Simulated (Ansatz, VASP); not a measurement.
Two plane-wave programs on Sr

```xyz
2
Lattice="3.3146 0.0000 0.0000 -1.6573 2.8705 0.0000 0.0000 0.0000 5.4095" Properties=species:S:1:pos:R:3 pbc="T T T"
Sr    0.0000    1.9137    1.3524
Sr    1.6573    0.9568    4.0571
```

Alike in both runs: task single point; functional r2SCAN; k mesh 6 × 6 × 4; occupations gaussian, width 0.1 eV; no spin polarisation.

|  | VASP | Ansatz |
| --- | --- | --- |
| version | VASP 6.6.1 | Ansatz 0.2.0 |
| potentials or method | VASP PAW PBE potentials, release 64 (Sr_sv), cutoff 520 eV | scalar-relativistic, plane waves, PAW |
| valence electrons in the cell | 20 | 20 |

|  | VASP | Ansatz | Ansatz less VASP |
| --- | --- | --- | --- |
| gap on the k mesh at the Fermi level (eV) | none | none | - |
| pressure (GPa) | 26.2 | 26.0 | -0.22 |
| traceless stress, the component that is largest in VASP (GPa) | -0.61 | -0.59 | +0.022 |

VASP's potentials were made for PBE, not for r2SCAN. A gap of «none» marks a metal or a gap that the smearing closes.

The k mesh is coarse, so the values compare programs but aren't converged.
